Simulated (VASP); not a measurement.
# ScPt (R-3m) in VASP: further runs

The runs below take ScPt through single point, with LDA.

Program: VASP 6.6.1. These are calculated values, not measurements. Logs are shortened: lines on timing, memory, paths and dates and some standing lists are left out, and cuts for length are marked.

## 1. The cell of the first run

It takes space group R-3m (No. 166, trigonal). The conventional cell has a = 4.671 Å, b = 4.671 Å, c = 5.551 Å, α = 90.00°, β = 90.00°, γ = 120.00°. Sc (site symmetry -3m) has 8 Pt at 2.78 to 2.85 Å and 6 Sc at 3.27 Å within 3.7 Å. Pt (site symmetry -3m) has 8 Sc at 2.78 to 2.85 Å and 6 Pt at 3.27 Å within 3.7 Å.

## 2. Single point, LDA (equal xy, yz and zx shear strains of -2 %)

Contents of INCAR:

```
SYSTEM = ScPt
ALGO     = Normal         ! electronic algorithm
EDIFF    = 1E-6           ! SCF threshold, eV
ENCUT    = 520            ! plane-wave cutoff, eV
ISIF     = 2              ! what is computed and relaxed
ISMEAR   = -1             ! smearing method
LASPH    = .True.         ! aspherical terms in the spheres
LCHARG   = .True.         ! write CHGCAR
LELF     = .True.         ! ELF
LREAL    = .False.        ! projectors in reciprocal space
LVHAR    = .True.       
LWAVE    = .False.        ! write WAVECAR
NBANDS   = 18             ! bands
NELM     = 80             ! most SCF steps
PREC     = Accurate       ! precision mode
SIGMA    = 0.05           ! smearing width, eV
```

Contents of KPOINTS:

```
k-points
0
Gamma
  10 10 10
  0 0 0
```

Contents of POSCAR:

```
ScPt
1.0
    3.2700000000     -0.0327000000     -0.0327000000
   -0.0327000000      3.2700000000     -0.0327000000
   -0.0327000000     -0.0327000000      3.2700000000
Sc Pt
1 1
Direct
    0.5000000000      0.5000000000      0.5000000000
    0.0000000000      0.0000000000      0.0000000000
```

Potentials or basis: VASP PAW LDA potentials, release 64 (Sc_sv, Pt).

The run is started by

```console
cat potpaw_LDA.64/Sc_sv/POTCAR potpaw_LDA.64/Pt/POTCAR > POTCAR
mpirun -np 1 vasp_std > vasp.out
```

OUTCAR:

```text
SYSTEM = ScPt
   EDIFF = 1E-6
   ENCUT = 520
   ISIF = 2
   ISMEAR = -1
   LASPH = .True.
   LREAL = .False.
   NELM = 80
   PREC = Accurate

 ion  position               nearest neighbor table
   1  0.500  0.500  0.500-   2 2.78   2 2.78   2 2.85   2 2.85   2 2.85   2 2.85   2 2.85   2 2.85

   2  0.000  0.000  0.000-   1 2.78   1 2.78   1 2.85   1 2.85   1 2.85   1 2.85   1 2.85   1 2.85

  LATTYP: Found a trigonal (rhomboedric) cell.
 ALAT       =     3.2703269837
 COS(alpha) =    -0.0198960208

  Lattice vectors:

 A1 = (   3.2700000000,  -0.0327000000,  -0.0327000000)
 A2 = (  -0.0327000000,   3.2700000000,  -0.0327000000)
 A3 = (  -0.0327000000,  -0.0327000000,   3.2700000000)

Analysis of symmetry for initial positions (statically):
=====================================================================
 Subroutine PRICEL returns:
 Original cell was already a primitive cell.

 Routine SETGRP: Setting up the symmetry group for a
 trigonal (rhombohedral) supercell.

 Subroutine GETGRP returns: Found 12 space group operations
 (whereof 12 operations were pure point group operations)
 out of a pool of 12 trial point group operations.

The static configuration has the point symmetry D_3d.

Analysis of symmetry for dynamics (positions and initial velocities):
=====================================================================
 Subroutine PRICEL returns:
 Original cell was already a primitive cell.

 Routine SETGRP: Setting up the symmetry group for a
 trigonal (rhombohedral) supercell.

 Subroutine GETGRP returns: Found 12 space group operations
 (whereof 12 operations were pure point group operations)
 out of a pool of 12 trial point group operations.

The dynamic configuration has the point symmetry D_3d.

 Subroutine INISYM returns: Found 12 space group operations
 (whereof 12 operations are pure point group operations),
 and found     1 'primitive' translations

----------------------------------------------------------------------------------------

                                     Primitive cell

  volume of cell :      34.9552

  direct lattice vectors                    reciprocal lattice vectors
     3.270000000 -0.032700000 -0.032700000     0.305872190  0.003089618  0.003089618
    -0.032700000  3.270000000 -0.032700000     0.003089618  0.305872190  0.003089618
    -0.032700000 -0.032700000  3.270000000     0.003089618  0.003089618  0.305872190

  length of vectors
     3.270326984  3.270326984  3.270326984     0.305903397  0.305903397  0.305903397

  position of ions in fractional coordinates (direct lattice)
     0.500000000  0.500000000  0.500000000
     0.000000000  0.000000000  0.000000000

  ion indices of the primitive-cell ions
   primitive index   ion index
                 1           1
                 2           2

----------------------------------------------------------------------------------------

 KPOINTS: k-points

Automatic generation of k-mesh.
 Grid dimensions read from file:
 generate k-points for:   10   10   10

 Generating k-lattice:

  Cartesian coordinates                     Fractional coordinates (reciprocal lattice)
     0.030587219  0.000308962  0.000308962     0.100000000  0.000000000  0.000000000
     0.000308962  0.030587219  0.000308962     0.000000000  0.100000000  0.000000000
     0.000308962  0.000308962  0.030587219     0.000000000  0.000000000  0.100000000

  Length of vectors
     0.030590340  0.030590340  0.030590340

  Shift w.r.t. Gamma in fractional coordinates (k-lattice)
     0.000000000  0.000000000  0.000000000

 Subroutine IBZKPT returns following result:
 ===========================================

 Found    116 irreducible k-points:

 Following reciprocal coordinates:
            Coordinates               Weight
  0.000000  0.000000  0.000000      1.000000
  0.100000 -0.000000 -0.000000      6.000000
  0.200000 -0.000000 -0.000000      6.000000
  0.300000 -0.000000 -0.000000      6.000000
  0.400000 -0.000000 -0.000000      6.000000
  0.500000  0.000000  0.000000      3.000000
[... 16 lines left out ...]
  0.300000  0.300000 -0.000000      6.000000
  0.400000  0.300000 -0.000000     12.000000
 [... further k-points ...]
   k-points           NKPTS =    116   k-points in BZ     NKDIM =    116   number of bands    NBANDS=     18
   number of dos      NEDOS =    301   number of ions     NIONS =      2
   total plane-waves  NPLWV =  13824
   dimension x,y,z NGX =    24 NGY =   24 NGZ =   24
   dimension x,y,z NGXF=    48 NGYF=   48 NGZF=   48
   ions per type =               1   1
   NGX,Y,Z   is equivalent  to a cutoff of  12.20, 12.20, 12.20 a.u.
   NGXF,Y,Z  is equivalent  to a cutoff of  24.40, 24.40, 24.40 a.u.
 SYSTEM =  ScPt
   PREC   = accura    normal or accurate (medium, high low for compatibility)
   ISTART =      0    job   : 0-new  1-cont  2-samecut
   ICHARG =      2    charge: 1-file 2-atom 10-const
   ISPIN  =      1    spin polarized calculation?
   LNONCOLLINEAR =      F non collinear calculations
   LSORBIT =      F    spin-orbit coupling
   LASPH  =      T    aspherical Exc in radial PAW
   ENCUT  =  520.0 eV  38.22 Ry    6.18 a.u.   6.08  6.08  6.08*2*pi/ulx,y,z
   NELM   =     80;   NELMIN=  2; NELMDL= -5     # of ELM steps
   EDIFF  = 0.1E-05   stopping-criterion for ELM
   LREAL  =      F    real-space projection
   EDIFFG = 0.1E-04   stopping-criterion for IOM
   NSW    =      0    number of steps for IOM
   IBRION =     -1    ionic relax: 0-MD 1-quasi-New 2-CG
   NFREE  =      0    steps in history (QN), initial steepest desc. (CG)
   ISIF   =      2    stress and relaxation
   ISYM   =      2    0-nonsym 1-usesym 2-fastsym
   POTIM  = 0.5000    time-step for ionic-motion
   TEBEG  =    0.0;   TEEND  =   0.0 temperature during run
   PSTRESS=    0.0 pullay stress
   NELECT =      21.0000    total number of electrons
   NUPDOWN=      -1.0000    fix difference up-down
   EMIN   =  10.00;   EMAX   =-10.00  energy-range for DOS
   EFERMI =   0.00;   METHOD = LEGACY
   ISMEAR =    -1;   SIGMA  =   0.05  broadening in eV -4-tet -1-fermi 0-gaus
   EFERMI_NEDOS =   21; number of points for ismear=-14 and -15
   IALGO  =     38    algorithm
   IMIX   =      4    mixing-type and parameters
     AMIX     =   0.40;   BMIX     =  1.00
     AMIX_MAG =   1.60;   BMIX_MAG =  1.00
  volume/ion in A,a.u.               =      17.48       117.94
  Fermi-wavevector in a.u.,A,eV,Ry     =   1.381372  2.610414 25.962473  1.908188
  Thomas-Fermi vector in A             =   2.506162
   LORBIT       =      0    0 simple, 1 ext, 2 COOP (PROOUT), +10 PAW based schemes
   GGA     = CA    functional components
   LHFCALC =     F    Hartree Fock is set to
   AEXX    =    0.0000 exact exchange contribution
   IVDW    =     0    specifies the selected vdW correction
   LEPSILON=     F    determine dielectric tensor
   LRPA    =     F    only Hartree local field effects (RPA)
 non-spin polarized calculation
  energy-cutoff  :      520.00
  volume of cell :       34.96
 maximum number of plane-waves:       959
   NGX = 13   NGY = 13   NGZ = 13

 number of electron      20.9999994 magnetization

 Free energy of the ion-electron system (eV)
  ---------------------------------------------------
  ext. energy  EPLUGINS =         0.00000000
  ---------------------------------------------------
  free energy    TOTEN  =       -16.64684853 eV

  energy without entropy =      -16.63240094  energy(sigma->0) =      -16.63962473

 E-fermi :   7.8683     XC(G=0): -12.2399

 val. band max:        7.8666488283   @ k =   0.4000  -0.0000  -0.0000
 cond. band min:       7.8757294225   @ k =   0.5000   0.4000   0.3000
 fundamental gap:      0.0090805942
 Fermi energy:         7.8682910841

 k-point     1 :       0.0000    0.0000    0.0000
  band No.  band energies     occupation
      1     -41.3659      2.00000
      2     -20.2439      2.00000
      3     -20.2340      2.00000
      4     -20.2340      2.00000
      5      -0.2345      2.00000
      6       2.6133      2.00000
[... 10 lines left out ...]
     17      15.1254      0.00000
     18      15.2303      0.00000

 k-point     2 :       0.1000   -0.0000   -0.0000
  band No.  band energies     occupation
      1     -41.3636      2.00000
      2     -20.2626      2.00000
      3     -20.2387      2.00000
      4     -20.2327      2.00000
      5      -0.0507      2.00000
      6       2.6792      2.00000
[... 10 lines left out ...]
     17      15.7006      0.00000
     18      15.8021      0.00000

 k-point     3 :       0.2000   -0.0000   -0.0000
  band No.  band energies     occupation
      1     -41.3576      2.00000
      2     -20.3250      2.00000
      3     -20.2367      2.00000
      4     -20.2293      2.00000
      5       0.4719      2.00000
      6       2.8637      2.00000
[... 10 lines left out ...]
     17      17.0444      0.00000
     18      17.1938      0.00000

 k-point     4 :       0.3000   -0.0000   -0.0000
  band No.  band energies     occupation
      1     -41.3502      2.00000
      2     -20.4020      2.00000
      3     -20.2336      2.00000
      4     -20.2251      2.00000
      5       1.2283      2.00000
      6       3.1219      2.00000
[... 375 lines left out ...]
      4     -20.2266      2.00000
      5       1.0538      2.00000
      6       3.0835      2.00000
[... 10 lines left out ...]
     17      15.2708      0.00000
     18      18.1086      0.00000

 k-point    23 :       0.3000    0.3000   -0.0000
  band No.  band energies     occupation
      1     -41.3363      2.00000
      2     -20.3879      2.00000
      3     -20.3689      2.00000
      4     -20.2158      2.00000
      5       2.0913      2.00000
      6       3.2512      2.00000
[... 10 lines left out ...]
     17      14.9950      0.00000
     18      20.1673      0.00000

 k-point    24 :       0.4000    0.3000   -0.0000
  band No.  band energies     occupation
      1     -41.3311      2.00000
      2     -20.4339      2.00000
      3     -20.3682      2.00000
      4     -20.2103      2.00000
      5       2.3430      2.00000
      6       3.0539      2.00000
[... 10 lines left out ...]
     17      15.4204      0.00000
     18      18.9861      0.00000

 [... further k-points ...]
[... 5 lines left out ...]
  --------------------------------------------------------------------------------------
  -------------------------------------------------------------------------------------
  Total       -1.0208416     -1.0208416     -1.0208416      0.2346741      0.2346741      0.2346741
  in kB      -46.7904098    -46.7904098    -46.7904098     10.7563203     10.7563203     10.7563203
  external PRESSURE =     -46.7904098 kB  Pullay stress =       0.0000000 kB

 VOLUME and BASIS-vectors are now :
 -----------------------------------------------------------------------------
  energy-cutoff  :      520.00
  volume of cell :       34.96
      direct lattice vectors                 reciprocal lattice vectors
     3.270000000 -0.032700000 -0.032700000     0.305872190  0.003089618  0.003089618
    -0.032700000  3.270000000 -0.032700000     0.003089618  0.305872190  0.003089618
    -0.032700000 -0.032700000  3.270000000     0.003089618  0.003089618  0.305872190

 POSITION                                       TOTAL-FORCE (eV/Angst)
 -----------------------------------------------------------------------------------
      1.60230      1.60230      1.60230        -0.000000      0.000000      0.000000
      0.00000      0.00000      0.00000         0.000000     -0.000000      0.000000
 -----------------------------------------------------------------------------------
    total drift:                                0.000000      0.000000     -0.000000

  FREE ENERGIE OF THE ION-ELECTRON SYSTEM (eV)
  ---------------------------------------------------
  free  energy   TOTEN  =       -16.6468485282 eV

  energy  without entropy=      -16.6324009387  energy(sigma->0) =      -16.63962473
```

It took 16 s on 1 thread of Intel Xeon 6975P-C (Granite Rapids), shared host; peak memory 0.19 GiB.

What came out:

- Free energy: -16.6468 eV
- Pressure: -4.7 GPa
- Band gap on the k mesh: zero (an odd number of electrons rules out a gap without spin polarisation)

Stress tensor (GPa, compression positive):
```
-4.68  1.08  1.08
 1.08 -4.68  1.08
 1.08  1.08 -4.68
```

Caveat: the cell differs from its parent crystal (equal xy, yz and zx shear strains of -2 %); the cell stands under tension; spin-orbit coupling is left out, which moves the levels of the heavy elements.

## 3. Single point, LDA (equal xy, yz and zx shear strains of -1 %)

Contents of INCAR:

```
PREC = Accurate
ENCUT = 520
EDIFF = 1E-6
ISMEAR = -1
SIGMA = 0.05
LREAL = F
LASPH = T
NELM = 80
ALGO = Normal
ISIF = 2
LWAVE = F
LCHARG = F
NBANDS = 18
```

Contents of KPOINTS:

```
regular mesh
0
Gamma
  10 10 10
```

Contents of POSCAR:

```
ScPt
1.0
    3.2700000000     -0.0163500000     -0.0163500000
   -0.0163500000      3.2700000000     -0.0163500000
   -0.0163500000     -0.0163500000      3.2700000000
Sc Pt
1 1
Direct
    0.5000000000      0.5000000000      0.5000000000
    0.0000000000      0.0000000000      0.0000000000
```

Potentials or basis: VASP PAW LDA potentials, release 64 (Sc_sv, Pt).

The run is started by

```console
cat potpaw_LDA.64/Sc_sv/POTCAR potpaw_LDA.64/Pt/POTCAR > POTCAR
mpirun -np 1 vasp_std > vasp.out
```

It took 17 s on 1 thread of Intel Xeon 6975P-C (Granite Rapids), shared host; peak memory 0.19 GiB.

Results (log left out):

```yaml
Free_energy: -16.6518 eV
Pressure: -4.8 GPa
Band_gap_on_the_k_mesh: zero (an odd number of electrons rules out a gap without spin polarisation)
```

Stress tensor (GPa, compression positive):
```
-4.79  0.51  0.51
 0.51 -4.79  0.51
 0.51  0.51 -4.79
```

Levels at points of the mesh, in eV from the Fermi level:
| k point | band 7 | band 8 | band 9 | band 10 | band 11 | band 12 | band 13 | band 14 |
| --- | --- | --- | --- | --- | --- | --- | --- | --- |
| (0.00, 0.00, 0.00) | -5.25 | -2.94 | -2.83 | -2.83 | 1.41 | 1.41 | 3.39 | 3.39 |
| (0.50, 0.00, 0.00) | -3.34 | -3.26 | -3.24 | -2.46 | -0.92 | -0.17 | 1.12 | 1.15 |
| (0.50, 0.50, 0.00) | -3.94 | -3.90 | -1.62 | -0.84 | 0.25 | 0.39 | 1.91 | 3.45 |
| (0.50, 0.50, 0.50) | -4.31 | -1.56 | -1.56 | -1.46 | -1.46 | -1.38 | 3.05 | 3.62 |

Caveat: the cell differs from its parent crystal (equal xy, yz and zx shear strains of -1 %); the cell stands under tension; spin-orbit coupling is left out, which moves the levels of the heavy elements.
